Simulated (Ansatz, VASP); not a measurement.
## Two plane-wave programs on Te2Mo

The input INCAR:

```
PREC = Accurate ; ENCUT = 520
EDIFF = 1E-6 ; ISMEAR = 0
SIGMA = 0.02 ; LREAL = F
LASPH = T ; NELM = 80
ALGO = Normal ; ISIF = 2
LWAVE = F ; LCHARG = F
LDIPOL = T ; IDIPOL = 3
DIPOL = 0.5 0.5 0.500 ; GGA = PE
IVDW = 12 ; NBANDS = 20
```

File KPOINTS:

```
Automatic mesh
0
Gamma
  9 9 1
```

The input POSCAR:

```
Te2Mo
1.0
    3.4100000000      0.0000000000      0.0000000000
   -1.7050000000      2.9531466269      0.0000000000
    0.0000000000      0.0000000000     33.2698832047
Te Mo
2 1
Direct
    0.3333333333      0.6666666667      0.4510668556
    0.3333333333      0.6666666667      0.5489331444
    0.6666666667      0.3333333333      0.5000000000
```

Input for Ansatz:

```yaml
crystal:
  lattice:
    - [3.41, 0.0, 0.0]
    - [-1.705, 2.9531466269, 0.0]
    - [0.0, 0.0, 33.2698832047]
  atoms:
    - { symbol: Te, position: [0.3333333333, 0.6666666667, 0.4510668556] }
    - { symbol: Mo, position: [0.6666666667, 0.3333333333, 0.5] }
    - { symbol: Te, position: [0.3333333333, 0.6666666667, 0.5489331444] }
  periodic: [true, true, false]
basis:
  ecutwfc: 420
kpoints:
  mp_grid: { grid: [9, 9, 1] }
hamiltonian:
  xc: pbe
  pseudopotentials: { kind: paw, azcp: { folder: soft_1 } }
  dispersion: d3bj
scf:
  occupations: { method: gaussian, width: 0.02 }
output:
  forces: true
  stress: true
  eigenvalues: true
```

Alike in both runs: task single point; functional PBE; dispersion D3(BJ); k mesh 9 × 9 × 1; occupations gaussian, width 0.02 eV; no spin polarisation.

|  | VASP | Ansatz |
| --- | --- | --- |
| version | VASP 6.6.1 | Ansatz 0.2.0 |
| potentials or method | VASP PAW PBE potentials, release 64 (Te, Mo_sv), cutoff 520 eV | scalar-relativistic, plane waves, PAW |
| valence electrons in the cell | 26 | 46 |

|  | VASP | Ansatz | Ansatz less VASP |
| --- | --- | --- | --- |
| gap on the k mesh at the Fermi level (eV) | 1.11 | 1.11 | +0.007 |
| least direct gap on the mesh (eV) | 1.11 | 1.11 | +0.007 |
| rms of the force components (eV/Å) | 2.016 | 2.000 | -0.0163 |

VASP's potentials hold 26 valence electrons a cell and Ansatz's 46, so a difference there can come from the potentials and not from the codes.

Neither program's run includes spin-orbit coupling.
